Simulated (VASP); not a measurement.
La2O3: single point with PBEsol

The system is La2O3.

```
CELL_PARAMETERS angstrom
3.89498 0.00000 0.00000
-1.94749 3.37315 0.00000
0.00000 0.00000 5.97490
ATOMIC_POSITIONS crystal
La 0.33333 0.66667 0.24402
La 0.66667 0.33333 0.75598
O 0.00000 0.00000 0.00000
O 0.33333 0.66667 0.64687
O 0.66667 0.33333 0.35313
```

```json
{
 "Program": "VASP 6.6.1",
 "Task": "single point",
 "Functional": "PBEsol",
 "Potentials or basis": "VASP PAW PBE potentials, release 64 (La, O)",
 "Cutoff": "520 eV",
 "k mesh": "8 × 8 × 5",
 "Occupations": "fermi-dirac, width 0.05 eV",
 "Spin": "no spin polarisation"
}
```

| Quantity | Value |
| --- | --- |
| Pressure | 1.8 GPa |
| Largest force | 0.007 eV/Å |
| Band gap on the k mesh | 3.85 eV (least direct gap 3.97 eV) |

Forces on the atoms (eV/Å):
```
La   0.000  0.000  0.007
La   0.000  0.000 -0.007
O    0.000  0.000  0.000
O    0.000  0.000  0.002
O    0.000  0.000 -0.002
```

Levels at points of the mesh, in eV from the valence-band top:
```csv
k point,band 18,band 19,band 20,band 21,band 22,band 23
"(0.00, 0.00, 0.00)",-0.44,-0.44,-0.15,4.39,4.57,4.57
"(0.50, 0.00, 0.00)",-0.65,-0.41,-0.30,3.85,4.85,5.38
```

Run time: 2.5 min on 1 thread of Intel Xeon 8259CL (shared host), peak memory 0.25 GiB.

Caveat: the PAW data sets were made with another functional, which shifts forces and pressure a little; spin-orbit coupling is left out, which moves the levels of the heavy elements. A k mesh can miss the band edges.
